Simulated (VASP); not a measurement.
# BeS (I-4m2) in VASP: further runs

Runs on BeS. Level: PBE. Tasks: single point.

All numbers are computed with VASP 6.6.1; they aren't measurements. Logs are shortened: lines on timing, memory, paths and dates and some standing lists are left out, and cuts for length are marked.

## 1. The cell of the first run

Symmetry: I-4m2, No. 119, tetragonal system. The conventional cell has a = 3.552 Å, b = 3.552 Å, c = 4.521 Å, α = 90.00°, β = 90.00°, γ = 90.00°. Within 2.8 Å of Be (site symmetry -4m2) lie 4 S at 2.11 Å. Within 2.8 Å of S (site symmetry -4m2) lie 4 Be at 2.11 Å.

## 2. Single point, PBE

INCAR reads:

```
  PREC = Accurate
  ENCUT = 600
  EDIFF = 1E-6
  ISMEAR = -1
  SIGMA = 0.02
  LREAL = False
  LASPH = True
  NELM = 120
  ALGO = Normal
  ISIF = 2
  LWAVE = False
  LCHARG = True
  GGA = PE
  LELF = True
  LVHAR = True
  NBANDS = 11
  GGA_COMPAT = False
```

KPOINTS reads:

```
Automatic mesh
0
Gamma
  7 7 7
```

POSCAR reads:

```
BeS
1.0
    0.0000000000      2.5116796090      2.2605116481
    2.5116796090      0.0000000000      2.2605116481
    2.5116796090      2.5116796090      0.0000000000
Be S
1 1
Direct
    0.0000000000      0.0000000000      0.0000000000
    0.2500000000      0.2500000000      0.2500000000
```

Potentials or basis: VASP PAW PBE potentials, release 64 (Be, S).

Command:

```bash
> cat potpaw_PBE.64/Be/POTCAR potpaw_PBE.64/S/POTCAR > POTCAR
> mpirun -np 1 vasp_std > vasp.out
```

OUTCAR:

```text
PREC = Accurate
   ENCUT = 600
   EDIFF = 1E-6
   ISMEAR = -1
   LREAL = False
   LASPH = True
   NELM = 120
   ISIF = 2
   GGA = PE

 ion  position               nearest neighbor table
   1  0.000  0.000  0.000-   2 2.11   2 2.11   2 2.11   2 2.11
   2  0.250  0.250  0.250-   1 2.11   1 2.11   1 2.11   1 2.11

  LATTYP: Found a body centered tetragonal cell.
 ALAT       =     3.5520513674
 C/A-ratio  =     1.2727922061

  Lattice vectors:

 A1 = (   0.0000000000,  -2.5116796090,  -2.2605116481)
 A2 = (   0.0000000000,   2.5116796090,  -2.2605116481)
 A3 = (   2.5116796090,   0.0000000000,   2.2605116481)

Analysis of symmetry for initial positions (statically):
=====================================================================
 Subroutine PRICEL returns:
 Original cell was already a primitive cell.

 Routine SETGRP: Setting up the symmetry group for a
 body centered tetragonal supercell.

 Subroutine GETGRP returns: Found  8 space group operations
 (whereof  8 operations were pure point group operations)
 out of a pool of 16 trial point group operations.

The static configuration has the point symmetry D_2d.

Analysis of symmetry for dynamics (positions and initial velocities):
=====================================================================
 Subroutine PRICEL returns:
 Original cell was already a primitive cell.

 Routine SETGRP: Setting up the symmetry group for a
 body centered tetragonal supercell.

 Subroutine GETGRP returns: Found  8 space group operations
 (whereof  8 operations were pure point group operations)
 out of a pool of 16 trial point group operations.

The dynamic configuration has the point symmetry D_2d.

 Subroutine INISYM returns: Found  8 space group operations
 (whereof  8 operations are pure point group operations),
 and found     1 'primitive' translations

----------------------------------------------------------------------------------------

                                     Primitive cell

  volume of cell :      28.5210

  direct lattice vectors                    reciprocal lattice vectors
     0.000000000  2.511679609  2.260511648    -0.199069976  0.199069976  0.221188862
     2.511679609  0.000000000  2.260511648     0.199069976 -0.199069976  0.221188862
     2.511679609  2.511679609  0.000000000     0.199069976  0.199069976 -0.221188862

  length of vectors
     3.379119319  3.379119319  3.552051367     0.358025451  0.358025451  0.358025451

  position of ions in fractional coordinates (direct lattice)
     0.000000000  0.000000000  0.000000000
     0.250000000  0.250000000  0.250000000

  ion indices of the primitive-cell ions
   primitive index   ion index
                 1           1
                 2           2

----------------------------------------------------------------------------------------

 KPOINTS: Automatic mesh

Automatic generation of k-mesh.
 Grid dimensions read from file:
 generate k-points for:    7    7    7

 Generating k-lattice:

  Cartesian coordinates                     Fractional coordinates (reciprocal lattice)
    -0.028438568  0.028438568  0.031598409     0.142857143  0.000000000  0.000000000
     0.028438568 -0.028438568  0.031598409     0.000000000  0.142857143  0.000000000
     0.028438568  0.028438568 -0.031598409     0.000000000  0.000000000  0.142857143

  Length of vectors
     0.051146493  0.051146493  0.051146493

  Shift w.r.t. Gamma in fractional coordinates (k-lattice)
     0.000000000  0.000000000  0.000000000

 Subroutine IBZKPT returns following result:
 ===========================================

 Found     40 irreducible k-points:

 Following reciprocal coordinates:
            Coordinates               Weight
  0.000000  0.000000  0.000000      1.000000
  0.142857  0.000000  0.000000      8.000000
  0.285714  0.000000  0.000000      8.000000
  0.428571  0.000000  0.000000      8.000000
  0.142857  0.142857  0.000000      2.000000
  0.285714  0.142857  0.000000      8.000000
[... 16 lines left out ...]
  0.428571  0.285714  0.142857      8.000000
 -0.428571  0.285714  0.142857     16.000000
 [... further k-points ...]
   k-points           NKPTS =     40   k-points in BZ     NKDIM =     40   number of bands    NBANDS=     11
   number of dos      NEDOS =    301   number of ions     NIONS =      2
   total plane-waves  NPLWV =  21952
   dimension x,y,z NGX =    28 NGY =   28 NGZ =   28
   dimension x,y,z NGXF=    56 NGYF=   56 NGZF=   56
   ions per type =               1   1
   NGX,Y,Z   is equivalent  to a cutoff of  13.78, 13.78, 13.10 a.u.
   NGXF,Y,Z  is equivalent  to a cutoff of  27.55, 27.55, 26.21 a.u.
 SYSTEM =  unknown system
   PREC   = accura    normal or accurate (medium, high low for compatibility)
   ISTART =      0    job   : 0-new  1-cont  2-samecut
   ICHARG =      2    charge: 1-file 2-atom 10-const
   ISPIN  =      1    spin polarized calculation?
   LNONCOLLINEAR =      F non collinear calculations
   LSORBIT =      F    spin-orbit coupling
   LASPH  =      T    aspherical Exc in radial PAW
   ENCUT  =  600.0 eV  44.10 Ry    6.64 a.u.   6.75  6.75  7.09*2*pi/ulx,y,z
   NELM   =    120;   NELMIN=  2; NELMDL= -5     # of ELM steps
   EDIFF  = 0.1E-05   stopping-criterion for ELM
   LREAL  =      F    real-space projection
   EDIFFG = 0.1E-04   stopping-criterion for IOM
   NSW    =      0    number of steps for IOM
   IBRION =     -1    ionic relax: 0-MD 1-quasi-New 2-CG
   NFREE  =      0    steps in history (QN), initial steepest desc. (CG)
   ISIF   =      2    stress and relaxation
   ISYM   =      2    0-nonsym 1-usesym 2-fastsym
   POTIM  = 0.5000    time-step for ionic-motion
   TEBEG  =    0.0;   TEEND  =   0.0 temperature during run
   PSTRESS=    0.0 pullay stress
   NELECT =       8.0000    total number of electrons
   NUPDOWN=      -1.0000    fix difference up-down
   EMIN   =  10.00;   EMAX   =-10.00  energy-range for DOS
   EFERMI =   0.00;   METHOD = LEGACY
   ISMEAR =    -1;   SIGMA  =   0.02  broadening in eV -4-tet -1-fermi 0-gaus
   EFERMI_NEDOS =   21; number of points for ismear=-14 and -15
   IALGO  =     38    algorithm
   IMIX   =      4    mixing-type and parameters
     AMIX     =   0.40;   BMIX     =  1.00
     AMIX_MAG =   1.60;   BMIX_MAG =  1.00
  volume/ion in A,a.u.               =      14.26        96.23
  Fermi-wavevector in a.u.,A,eV,Ry     =   1.071642  2.025110 15.625158  1.148417
  Thomas-Fermi vector in A             =   2.207388
   LORBIT       =      0    0 simple, 1 ext, 2 COOP (PROOUT), +10 PAW based schemes
   GGA     = PE    functional components
   LHFCALC =     F    Hartree Fock is set to
   AEXX    =    0.0000 exact exchange contribution
   IVDW    =     0    specifies the selected vdW correction
   LEPSILON=     F    determine dielectric tensor
   LRPA    =     F    only Hartree local field effects (RPA)
 non-spin polarized calculation
  energy-cutoff  :      600.00
  volume of cell :       28.52
 maximum number of plane-waves:       962
   NGX = 13   NGY = 13   NGZ = 15

 number of electron       8.0000000 magnetization

 Free energy of the ion-electron system (eV)
  ---------------------------------------------------
  ext. energy  EPLUGINS =         0.00000000
  ---------------------------------------------------
  free energy    TOTEN  =        -9.95429664 eV

  energy without entropy =       -9.95429664  energy(sigma->0) =       -9.95429664

 E-fermi :   4.8600     XC(G=0):  -9.7408

 val. band max:        4.4939522378   @ k =   0.0000   0.0000   0.0000
 cond. band min:       7.0362366877   @ k =   0.4286   0.4286   0.0000
 fundamental gap:      2.5422844499
 Fermi energy:         4.8599826955

 k-point     1 :       0.0000    0.0000    0.0000
  band No.  band energies     occupation
      1      -9.4993      2.00000
      2       4.0358      2.00000
      3       4.0358      2.00000
      4       4.4940      2.00000
      5       9.8420      0.00000
      6       9.9859      0.00000
      7       9.9859      0.00000
      8      10.0223      0.00000
      9      15.8859      0.00000
     10      17.7337      0.00000
     11      19.1084      0.00000

 k-point     2 :       0.1429    0.0000    0.0000
  band No.  band energies     occupation
      1      -9.2671      2.00000
      2       2.6964      2.00000
      3       3.7162      2.00000
      4       4.1725      2.00000
      5       9.6800      0.00000
      6      10.3702      0.00000
      7      10.4213      0.00000
      8      11.6566      0.00000
      9      15.4324      0.00000
     10      16.6713      0.00000
     11      18.9838      0.00000

 k-point     3 :       0.2857    0.0000    0.0000
  band No.  band energies     occupation
      1      -8.6489      2.00000
      2       0.3309      2.00000
      3       3.1440      2.00000
      4       3.8299      2.00000
      5       9.4636      0.00000
      6      10.5836      0.00000
      7      11.2646      0.00000
      8      14.0415      0.00000
      9      16.2435      0.00000
     10      16.3223      0.00000
     11      18.7255      0.00000

 k-point     4 :       0.4286    0.0000    0.0000
  band No.  band energies     occupation
      1      -7.9905      2.00000
      2      -1.3377      2.00000
      3       2.7746      2.00000
      4       3.6171      2.00000
      5       9.2698      0.00000
      6      10.3502      0.00000
      7      11.6527      0.00000
      8      15.3635      0.00000
      9      17.5771      0.00000
     10      18.8038      0.00000
     11      19.3538      0.00000
[... 239 lines left out ...]
 k-point    22 :      -0.1429    0.0000    0.1429
  band No.  band energies     occupation
      1      -8.8835      2.00000
      2       1.4902      2.00000
      3       2.6556      2.00000
      4       4.0260      2.00000
      5       9.9481      0.00000
      6      10.8406      0.00000
      7      10.9581      0.00000
      8      12.5536      0.00000
      9      15.2758      0.00000
     10      17.2728      0.00000
     11      19.5340      0.00000

 k-point    23 :       0.4286    0.2857    0.1429
  band No.  band energies     occupation
      1      -8.0411      2.00000
      2       0.1392      2.00000
      3       1.3624      2.00000
      4       2.9386      2.00000
      5       9.2434      0.00000
      6      11.2296      0.00000
      7      11.6029      0.00000
      8      13.6181      0.00000
      9      16.8419      0.00000
     10      19.7352      0.00000
     11      20.4079      0.00000

 k-point    24 :      -0.4286    0.2857    0.1429
  band No.  band energies     occupation
      1      -7.5427      2.00000
      2      -0.7778      2.00000
      3       0.9515      2.00000
      4       2.4619      2.00000
      5       9.7129      0.00000
      6      10.8953      0.00000
      7      12.3374      0.00000
      8      14.4574      0.00000
      9      16.7627      0.00000
     10      19.5409      0.00000
     11      21.2974      0.00000

 [... further k-points ...]
[... 5 lines left out ...]
  --------------------------------------------------------------------------------------
  -------------------------------------------------------------------------------------
  Total       -0.2486401     -0.2486401      1.2502047      0.0000000      0.0000000      0.0000000
  in kB      -13.9674330    -13.9674330     70.2306147      0.0000000      0.0000000      0.0000000
  external PRESSURE =      14.0985829 kB  Pullay stress =       0.0000000 kB

 VOLUME and BASIS-vectors are now :
 -----------------------------------------------------------------------------
  energy-cutoff  :      600.00
  volume of cell :       28.52
      direct lattice vectors                 reciprocal lattice vectors
     0.000000000  2.511679609  2.260511648    -0.199069976  0.199069976  0.221188862
     2.511679609  0.000000000  2.260511648     0.199069976 -0.199069976  0.221188862
     2.511679609  2.511679609  0.000000000     0.199069976  0.199069976 -0.221188862

 POSITION                                       TOTAL-FORCE (eV/Angst)
 -----------------------------------------------------------------------------------
      0.00000      0.00000      0.00000        -0.000000     -0.000000      0.000000
      1.25584      1.25584      1.13026         0.000000      0.000000      0.000000
 -----------------------------------------------------------------------------------
    total drift:                               -0.000000     -0.000000     -0.000000

  FREE ENERGIE OF THE ION-ELECTRON SYSTEM (eV)
  ---------------------------------------------------
  free  energy   TOTEN  =        -9.9542966401 eV

  energy  without entropy=       -9.9542966400  energy(sigma->0) =       -9.95429664
```

Run time: 27 s. Hardware: 1 thread of Intel Xeon 8259CL, shared host; peak memory 0.15 GiB.

Results:

- Free energy: -9.9543 eV
- Pressure: 1.4 GPa
- Band gap on the k mesh: 2.54 eV (least direct gap 5.35 eV)

Stress tensor (GPa, compression positive):
```
-1.40  0.00  0.00
 0.00 -1.40  0.00
 0.00  0.00  7.02
```

Caveat: an odd mesh through Γ misses points on the zone boundary, where band edges can lie.

## 3. Single point, PBE

INCAR reads:

```
ALGO = Normal
EDIFF = 1E-6
ENCUT = 600
GGA = PE
GGA_COMPAT = F
ISIF = 2
ISMEAR = -1
LASPH = T
LCHARG = T
LELF = T
LREAL = F
LVHAR = T
LWAVE = F
NBANDS = 11
NELM = 120
PREC = Accurate
SIGMA = 0.02
```

KPOINTS reads:

```
k-points
0
Gamma
  7 7 7
```

POSCAR reads:

```
BeS
1.0
    0.0000000000      2.4814154621      2.3159877647
    2.4814154621      0.0000000000      2.3159877647
    2.4814154621      2.4814154621      0.0000000000
Be S
1 1
Direct
    0.0000000000      0.0000000000      0.0000000000
    0.2500000000      0.2500000000      0.2500000000
```

Potentials or basis: VASP PAW PBE potentials, release 64 (Be, S).

Command:

```bash
> cat potpaw_PBE.64/Be/POTCAR potpaw_PBE.64/S/POTCAR > POTCAR
> mpirun -np 1 vasp_std > vasp.out
```

Run time: 26 s. Hardware: 1 thread of Intel Xeon 8259CL, shared host; peak memory 0.15 GiB.

Results (log left out):

```
Free energy            : -9.9854 eV
Pressure               : 1.5 GPa
Band gap on the k mesh : 2.76 eV (least direct gap 5.43 eV)
```

Stress tensor (GPa, compression positive):
```
-0.45  0.00  0.00
 0.00 -0.45  0.00
 0.00  0.00  5.47
```

Levels at points of the mesh, in eV from the valence-band top:
| k point | band 1 | band 2 | band 3 | band 4 | band 5 | band 6 | band 7 | band 8 | band 9 |
| --- | --- | --- | --- | --- | --- | --- | --- | --- | --- |
| (0.00, 0.00, 0.00) | -13.90 | -0.32 | -0.32 | 0.00 | 5.43 | 5.52 | 5.52 | 5.65 | 11.86 |

Caveat: an odd mesh through Γ misses points on the zone boundary, where band edges can lie.

(Continued in part 2 of 2.)
